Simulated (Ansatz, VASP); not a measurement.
# One calculation of BaHf3H2, two programs

```
Ba Hf H
1.0
     4.33073    0.00000    0.00000
     0.00000    4.33073    0.00000
     0.00000    0.00000    6.33237
Ba Hf H
1 3 2
Direct
  0.50000 0.50000 0.00000
  0.00000 0.00000 0.00000
  0.50000 0.50000 0.50000
  0.00000 0.00000 0.50000
  0.50000 0.00000 0.50000
  0.00000 0.50000 0.50000
```

Alike in both runs: task relaxation of cell and atoms; functional PBE; k mesh 4 × 4 × 4; occupations gaussian, width 0.1 eV; no spin polarisation.

|  | VASP | Ansatz |
| --- | --- | --- |
| version | VASP 6.6.1 | Ansatz 0.2.0 |
| potentials or method | VASP PAW PBE potentials, release 64 (Ba_sv, Hf_pv, H), cutoff 600 eV | scalar-relativistic, plane waves, PAW |
| valence electrons in the cell | 42 | 90 |

Ansatz gave:

- gap on the k mesh at the Fermi level, each at its own relaxed structure (eV): none
- relaxed volume (Å³/atom): 19.70
- relaxed length of the cell vector where the two differ most in proportion (Å): 6.279

Question: Estimate VASP's values.

Answer: gap on the k mesh at the Fermi level, each at its own relaxed structure (eV): none; relaxed volume (Å³/atom): 19.84; relaxed length of the cell vector where the two differ most in proportion (Å): 6.302.

A gap of «none» marks a metal or a gap that the smearing closes. VASP's potentials hold 42 valence electrons a cell and Ansatz's 90, so a difference there can come from the potentials and not from the codes.

The k mesh is coarse, so the values compare programs but aren't converged. Neither program's run includes spin-orbit coupling.
